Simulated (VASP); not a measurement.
Set up this calculation in VASP 6.6.1, as the native input.

- Task: relaxation of cell and atoms
- Functional: PBE
- Potentials or basis: VASP PAW PBE potentials, release 64 (S)
- Cutoff: 600 eV
- k mesh: 17 × 17 × 17
- Occupations: fermi-dirac, width 0.1 eV
- Spin: no spin polarisation
- Dipole correction: no
- Further INCAR settings: ALGO = Normal; EDIFF = 1e-07; IBRION = 2; EDIFFG = -0.005; NSW = 60; ISIF = 3

The structure of S lies in POSCAR:

```
S
1.0
    0.0000000000      2.0408275510      2.0408275510
    2.0408275510      0.0000000000      2.0408275510
    2.0408275510      2.0408275510      0.0000000000
S
1
Direct
    0.0000000000      0.0000000000      0.0000000000
```

The input as run:

INCAR

```
SYSTEM = S
ALGO = Normal
EDIFF = 1E-7
EDIFFG = -0.005
ENCUT = 600
GGA = PE
IBRION = 2
ISIF = 3
ISMEAR = -1
LASPH = .TRUE.
LCHARG = .FALSE.
LREAL = .FALSE.
LWAVE = .FALSE.
NELM = 80
NSW = 60
PREC = Accurate
SIGMA = 0.1
```

KPOINTS

```
k-points
0
G
  17 17 17
  0 0 0
```

Potentials or basis: VASP PAW PBE potentials, release 64 (S).

The run is started by

```bash
$ cat potpaw_PBE.64/S/POTCAR > POTCAR
$ mpirun -np 1 vasp_std > vasp.out
```

Results of the run:

```yaml
Relaxed_volume: 15.88 Å³/atom
Relaxed_cell: a = 2.821 Å, b = 2.821 Å, c = 2.821 Å, α = 60.00°, β = 60.00°, γ = 60.00°
Space_group_after_relaxing_to_0.05_Å: Fm-3m (No. 225)
Energy_gained_by_relaxing: 16.9 meV/atom
Ionic_steps: 3
Pressure_after_relaxing: 0.0 GPa
Band_gap_on_the_k_mesh: zero (band 3 reaches 10.58 eV, above the bottom of band 4 at 5.06 eV)
```

Wall time 110 s on 1 thread of AMD EPYC 7R13 (shared host), peak memory 0.12 GiB.
